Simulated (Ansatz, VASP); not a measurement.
ScAl in VASP and in Ansatz

```xyz
2
Lattice="3.3703 0.0000 0.0000 0.0000 3.3703 0.0000 0.0000 0.0000 3.3703" Properties=species:S:1:pos:R:3 pbc="T T T"
Sc    1.6852    1.6852    1.6852
Al    0.0000    0.0000    0.0000
```

Alike in both runs: task relaxation of cell and atoms; functional r2SCAN; k mesh 12 × 12 × 12; occupations gaussian, width 0.1 eV; no spin polarisation.

|  | VASP | Ansatz |
| --- | --- | --- |
| version | VASP 6.6.1 | Ansatz 0.2.0 |
| potentials or method | VASP PAW PBE potentials, release 64 (Sc_sv, Al), cutoff 600 eV | scalar-relativistic, plane waves, PAW |
| valence electrons in the cell | 14 | 14 |

```csv
,VASP,Ansatz,Ansatz less VASP
"gap on the k mesh at the Fermi level, each at its own relaxed structure (eV)",none,none,-
relaxed volume (Å³/atom),19.17,19.12,-0.050
relaxed cell length with the largest relative difference (Å),3.372,3.369,-0.0029
```

VASP's potentials were made for PBE, not for r2SCAN. A gap of «none» marks a metal or a gap that the smearing closes.
